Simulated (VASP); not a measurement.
# WC (rocksalt type) (Fm-3m) in VASP: notebook, part 2 of 3

VASP 6.6.1. Earlier steps stand in the parts before.

## 3. Single point, PBE

INCAR reads:

```
PREC = Accurate
ENCUT = 520
EDIFF = 1E-6
ISMEAR = -1
SIGMA = 0.08
LREAL = False
LASPH = True
NELM = 100
ALGO = Normal
ISIF = 2
LWAVE = False
LCHARG = False
GGA = PE
NBANDS = 16
```

KPOINTS reads:

```
Automatic mesh
0
Gamma
  17 17 17
```

POSCAR reads:

```
WC
1.0
    0.0000000000      1.9433880068      1.9433880068
    1.9433880068      0.0000000000      1.9433880068
    1.9433880068      1.9433880068      0.0000000000
W C
1 1
Direct
    0.0000000000      0.0000000000      0.0000000000
    0.5000000000      0.5000000000      0.5000000000
```

Potentials or basis: VASP PAW PBE potentials, release 64 (W_sv, C).

Run with:

```
$ cat potpaw_PBE.64/W_sv/POTCAR potpaw_PBE.64/C/POTCAR > POTCAR
$ mpirun -np 1 vasp_std > vasp.out
```

OUTCAR:

```text
PREC = Accurate
   ENCUT = 520
   EDIFF = 1E-6
   ISMEAR = -1
   LREAL = False
   LASPH = True
   NELM = 100
   ISIF = 2
   GGA = PE

 ion  position               nearest neighbor table
   1  0.000  0.000  0.000-   2 1.94   2 1.94   2 1.94   2 1.94   2 1.94   2 1.94
   2  0.500  0.500  0.500-   1 1.94   1 1.94   1 1.94   1 1.94   1 1.94   1 1.94

  LATTYP: Found a face centered cubic cell.
 ALAT       =     3.8867760136

  Lattice vectors:

 A1 = (   0.0000000000,   1.9433880068,   1.9433880068)
 A2 = (   1.9433880068,   0.0000000000,   1.9433880068)
 A3 = (   1.9433880068,   1.9433880068,   0.0000000000)

Analysis of symmetry for initial positions (statically):
[... 33 lines left out ...]
                                     Primitive cell

  volume of cell :      14.6794

  direct lattice vectors                    reciprocal lattice vectors
     0.000000000  1.943388007  1.943388007    -0.257282642  0.257282642  0.257282642
     1.943388007  0.000000000  1.943388007     0.257282642 -0.257282642  0.257282642
     1.943388007  1.943388007  0.000000000     0.257282642  0.257282642 -0.257282642

  length of vectors
     2.748365676  2.748365676  2.748365676     0.445626607  0.445626607  0.445626607

  position of ions in fractional coordinates (direct lattice)
     0.000000000  0.000000000  0.000000000
     0.500000000  0.500000000  0.500000000

  ion indices of the primitive-cell ions
   primitive index   ion index
                 1           1
                 2           2

----------------------------------------------------------------------------------------

 KPOINTS: Automatic mesh

Automatic generation of k-mesh.
 Grid dimensions read from file:
 generate k-points for:   17   17   17

 Generating k-lattice:

  Cartesian coordinates                     Fractional coordinates (reciprocal lattice)
    -0.015134273  0.015134273  0.015134273     0.058823529  0.000000000  0.000000000
     0.015134273 -0.015134273  0.015134273     0.000000000  0.058823529  0.000000000
     0.015134273  0.015134273 -0.015134273     0.000000000  0.000000000  0.058823529

  Length of vectors
     0.026213330  0.026213330  0.026213330

  Shift w.r.t. Gamma in fractional coordinates (k-lattice)
     0.000000000  0.000000000  0.000000000

 Subroutine IBZKPT returns following result:
 ===========================================

 Found    165 irreducible k-points:

 Following reciprocal coordinates:
            Coordinates               Weight
  0.000000  0.000000  0.000000      1.000000
  0.058824  0.000000  0.000000      8.000000
  0.117647  0.000000  0.000000      8.000000
  0.176471  0.000000  0.000000      8.000000
  0.235294  0.000000  0.000000      8.000000
  0.294118  0.000000  0.000000      8.000000
[... 16 lines left out ...]
 -0.176471  0.058824  0.000000     24.000000
 -0.117647  0.058824  0.000000     24.000000
 [... further k-points ...]
   k-points           NKPTS =    165   k-points in BZ     NKDIM =    165   number of bands    NBANDS=     16
   number of dos      NEDOS =    301   number of ions     NIONS =      2
   total plane-waves  NPLWV =   8000
   dimension x,y,z NGX =    20 NGY =   20 NGZ =   20
   dimension x,y,z NGXF=    40 NGYF=   40 NGZF=   40
   ions per type =               1   1
   NGX,Y,Z   is equivalent  to a cutoff of  12.10, 12.10, 12.10 a.u.
   NGXF,Y,Z  is equivalent  to a cutoff of  24.20, 24.20, 24.20 a.u.
 SYSTEM =  unknown system
   PREC   = accura    normal or accurate (medium, high low for compatibility)
   ISTART =      0    job   : 0-new  1-cont  2-samecut
   ICHARG =      2    charge: 1-file 2-atom 10-const
   ISPIN  =      1    spin polarized calculation?
   LNONCOLLINEAR =      F non collinear calculations
   LSORBIT =      F    spin-orbit coupling
   LASPH  =      T    aspherical Exc in radial PAW
   ENCUT  =  520.0 eV  38.22 Ry    6.18 a.u.   5.11  5.11  5.11*2*pi/ulx,y,z
   NELM   =    100;   NELMIN=  2; NELMDL= -5     # of ELM steps
   EDIFF  = 0.1E-05   stopping-criterion for ELM
   LREAL  =      F    real-space projection
   EDIFFG = 0.1E-04   stopping-criterion for IOM
   NSW    =      0    number of steps for IOM
   IBRION =     -1    ionic relax: 0-MD 1-quasi-New 2-CG
   NFREE  =      0    steps in history (QN), initial steepest desc. (CG)
   ISIF   =      2    stress and relaxation
   ISYM   =      2    0-nonsym 1-usesym 2-fastsym
   POTIM  = 0.5000    time-step for ionic-motion
   TEBEG  =    0.0;   TEEND  =   0.0 temperature during run
   PSTRESS=    0.0 pullay stress
   NELECT =      18.0000    total number of electrons
   NUPDOWN=      -1.0000    fix difference up-down
   EMIN   =  10.00;   EMAX   =-10.00  energy-range for DOS
   EFERMI =   0.00;   METHOD = LEGACY
   ISMEAR =    -1;   SIGMA  =   0.08  broadening in eV -4-tet -1-fermi 0-gaus
   EFERMI_NEDOS =   21; number of points for ismear=-14 and -15
   IALGO  =     38    algorithm
   IMIX   =      4    mixing-type and parameters
     AMIX     =   0.40;   BMIX     =  1.00
     AMIX_MAG =   1.60;   BMIX_MAG =  1.00
  volume/ion in A,a.u.               =       7.34        49.53
  Fermi-wavevector in a.u.,A,eV,Ry     =   1.752250  3.311273 41.775072  3.070381
  Thomas-Fermi vector in A             =   2.822617
   LORBIT       =      0    0 simple, 1 ext, 2 COOP (PROOUT), +10 PAW based schemes
   GGA     = PE    functional components
   LHFCALC =     F    Hartree Fock is set to
   AEXX    =    0.0000 exact exchange contribution
   IVDW    =     0    specifies the selected vdW correction
   LEPSILON=     F    determine dielectric tensor
   LRPA    =     F    only Hartree local field effects (RPA)
 non-spin polarized calculation
  energy-cutoff  :      520.00
  volume of cell :       14.68
 maximum number of plane-waves:       411
   NGX = 11   NGY = 11   NGZ = 11

 number of electron      18.0000004 magnetization

 Free energy of the ion-electron system (eV)
  ---------------------------------------------------
  ext. energy  EPLUGINS =         0.00000000
  ---------------------------------------------------
  free energy    TOTEN  =       -17.41964743 eV

  energy without entropy =      -17.40542618  energy(sigma->0) =      -17.41253681

 E-fermi :  18.6465     XC(G=0): -15.8483

 val. band max:       18.6167977017   @ k =   0.2941   0.1176   0.0000
 cond. band min:      18.6468382067   @ k =  -0.3529   0.3529   0.1765
 fundamental gap:      0.0300405050
 Fermi energy:        18.6464535506

 k-point     1 :       0.0000    0.0000    0.0000
  band No.  band energies     occupation
      1     -56.6846      2.00000
      2     -20.4682      2.00000
      3     -20.4682      2.00000
      4     -20.4682      2.00000
      5      -0.2819      2.00000
      6      14.2490      2.00000
[... 8 lines left out ...]
     15      29.8416      0.00000
     16      49.7966      0.00000

 k-point     2 :       0.0588    0.0000    0.0000
  band No.  band energies     occupation
      1     -56.6777      2.00000
      2     -20.5503      2.00000
      3     -20.4752      2.00000
      4     -20.4752      2.00000
      5      -0.1132      2.00000
      6      13.7872      2.00000
[... 8 lines left out ...]
     15      30.0000      0.00000
     16      48.1944      0.00000

 k-point     3 :       0.1176    0.0000    0.0000
  band No.  band energies     occupation
      1     -56.6577      2.00000
      2     -20.7805      2.00000
      3     -20.4952      2.00000
      4     -20.4952      2.00000
      5       0.3702      2.00000
      6      12.8003      2.00000
[... 8 lines left out ...]
     15      30.4165      0.00000
     16      45.5570      0.00000
[... 362 lines left out ...]
 k-point    23 :      -0.1765    0.0588    0.0000
  band No.  band energies     occupation
      1     -56.6107      2.00000
      2     -21.2569      2.00000
      3     -20.6187      2.00000
      4     -20.5073      2.00000
      5       1.5162      2.00000
      6      11.1641      2.00000
[... 8 lines left out ...]
     15      31.7156      0.00000
     16      40.9487      0.00000

 k-point    24 :      -0.1176    0.0588    0.0000
  band No.  band energies     occupation
      1     -56.6430      2.00000
      2     -20.9137      2.00000
      3     -20.5707      2.00000
      4     -20.4824      2.00000
      5       0.7256      2.00000
      6      12.3515      2.00000
[... 8 lines left out ...]
     15      30.7141      0.00000
     16      43.4804      0.00000

 [... further k-points ...]

------------------------ aborting loop because EDIFF is reached ----------------------------------------

  FORCE on cell =-STRESS in cart. coord.  units (eV):
  Direction    XX          YY          ZZ          XY          YZ          ZX
  --------------------------------------------------------------------------------------
  -------------------------------------------------------------------------------------
  Total       26.0708985     26.0708985     26.0708985      0.0000000      0.0000000      0.0000000
  in kB     2845.4963316   2845.4963316   2845.4963316      0.0000000      0.0000000      0.0000000
  external PRESSURE =    2845.4963316 kB  Pullay stress =       0.0000000 kB

 VOLUME and BASIS-vectors are now :
 -----------------------------------------------------------------------------
  energy-cutoff  :      520.00
  volume of cell :       14.68
      direct lattice vectors                 reciprocal lattice vectors
     0.000000000  1.943388007  1.943388007    -0.257282642  0.257282642  0.257282642
     1.943388007  0.000000000  1.943388007     0.257282642 -0.257282642  0.257282642
     1.943388007  1.943388007  0.000000000     0.257282642  0.257282642 -0.257282642

 POSITION                                       TOTAL-FORCE (eV/Angst)
 -----------------------------------------------------------------------------------
      0.00000      0.00000      0.00000        -0.000000      0.000000      0.000000
      1.94339      1.94339      1.94339         0.000000     -0.000000     -0.000000
 -----------------------------------------------------------------------------------
    total drift:                                0.000000     -0.000000     -0.000000

  FREE ENERGIE OF THE ION-ELECTRON SYSTEM (eV)
  ---------------------------------------------------
  free  energy   TOTEN  =       -17.4196474275 eV

  energy  without entropy=      -17.4054261835  energy(sigma->0) =      -17.41253681
```

OSZICAR:

```text
N       E                     dE             d eps       ncg     rms          rms(c)
DAV:   1     0.111024407938E+03    0.11102E+03   -0.94252E+03  5360   0.132E+03
DAV:   2    -0.185417937238E+02   -0.12957E+03   -0.12480E+03  6264   0.348E+02
DAV:   3    -0.212964234671E+02   -0.27546E+01   -0.27491E+01  5792   0.481E+01
DAV:   4    -0.213051044939E+02   -0.86810E-02   -0.86808E-02  6816   0.302E+00
DAV:   5    -0.213051424810E+02   -0.37987E-04   -0.37985E-04  5768   0.186E-01    0.646E+01
DAV:   6    -0.175215615323E+02    0.37836E+01   -0.67975E+00  6296   0.285E+01    0.234E+01
DAV:   7    -0.174529825483E+02    0.68579E-01   -0.42628E-01  5648   0.513E+00    0.118E+01
DAV:   8    -0.174228931510E+02    0.30089E-01   -0.27428E-02  5864   0.184E+00    0.260E+00
DAV:   9    -0.174196431873E+02    0.32500E-02   -0.48362E-03  5968   0.788E-01    0.137E-01
DAV:  10    -0.174196490577E+02   -0.58703E-05   -0.15685E-04  5952   0.110E-01    0.642E-02
DAV:  11    -0.174196474742E+02    0.15835E-05   -0.89036E-06  6384   0.350E-02    0.133E-02
DAV:  12    -0.174196474275E+02    0.46649E-07   -0.16296E-06  4592   0.129E-02
   1 F= -.17419647E+02 E0= -.17412537E+02  d E =-.142212E-01
```

stdout:

```text
POSCAR found type information on POSCAR W C
 POSCAR found :  2 types and       2 ions
 scaLAPACK will be used
 LDA part: xc-table for (Slater+PW92), standard interpolation
 POSCAR, INCAR and KPOINTS ok, starting setup
 FFT: planning ... GRIDC
 FFT: planning ... GRID_SOFT
 FFT: planning ... GRID
 WAVECAR not read
 entering main loop
```

Wall time 13 s (1 thread of Intel Xeon 6975P-C (Granite Rapids), shared host); peak memory 0.15 GiB.

What came out:

| Property | Result |
| --- | --- |
| Free energy | -17.4196 eV |
| Pressure | 284.5 GPa |
| Band gap on the k mesh | zero (band 9 reaches 20.60 eV, above the bottom of band 10 at 15.33 eV) |

Levels at points of the mesh, in eV from the Fermi level:
| k point | band 5 | band 6 | band 7 | band 8 | band 9 | band 10 | band 11 | band 12 | band 13 | band 14 |
| --- | --- | --- | --- | --- | --- | --- | --- | --- | --- | --- |
| (0.00, 0.00, 0.00) | -18.93 | -4.40 | -4.40 | -4.40 | -1.84 | -1.84 | -1.84 | -1.31 | -1.31 | 9.04 |

Caveat: spin-orbit coupling is left out, which moves the levels of the heavy elements.

## 4. Single point, PBE (volume scaled by 0.7, to set the pressure)

INCAR reads:

```
ALGO = Normal
EDIFF = 1E-6
ENCUT = 600
GGA = PE
GGA_COMPAT = F
ISIF = 2
ISMEAR = -1
LASPH = T
LCHARG = F
LREAL = F
LWAVE = F
NBANDS = 16
NELM = 120
PREC = Accurate
SIGMA = 0.08
```

KPOINTS reads:

```
k-points
0
Gamma
  17 17 17
```

POSCAR reads:

```
WC
1.0
    0.0000000000      1.9446505409      1.9446505409
    1.9446505409      0.0000000000      1.9446505409
    1.9446505409      1.9446505409      0.0000000000
W C
1 1
Direct
    0.0000000000      0.0000000000      0.0000000000
    0.5000000000      0.5000000000      0.5000000000
```

Run with:

```
$ cat potpaw_PBE.64/W_sv/POTCAR potpaw_PBE.64/C/POTCAR > POTCAR
$ mpirun -np 1 vasp_std > vasp.out
```

Wall time 27 s (1 thread of Intel Xeon 6975P-C, shared host); peak memory 0.18 GiB.

Results (log left out):

* Free energy: -17.4729 eV
* Pressure: 281.7 GPa
* Band gap on the k mesh: zero (band 9 reaches 20.55 eV, above the bottom of band 10 at 15.30 eV)

Levels at points of the mesh, in eV from the Fermi level:
```csv
k point,band 7,band 8,band 9,band 10,band 11,band 12
"(0.00, 0.00, 0.00)",-4.39,-4.39,-1.84,-1.84,-1.84,-1.31
```

Caveat: the cell differs from its parent crystal (volume scaled by 0.7, to set the pressure); spin-orbit coupling is left out, which moves the levels of the heavy elements.

(Part 2 of 3 ends here.)
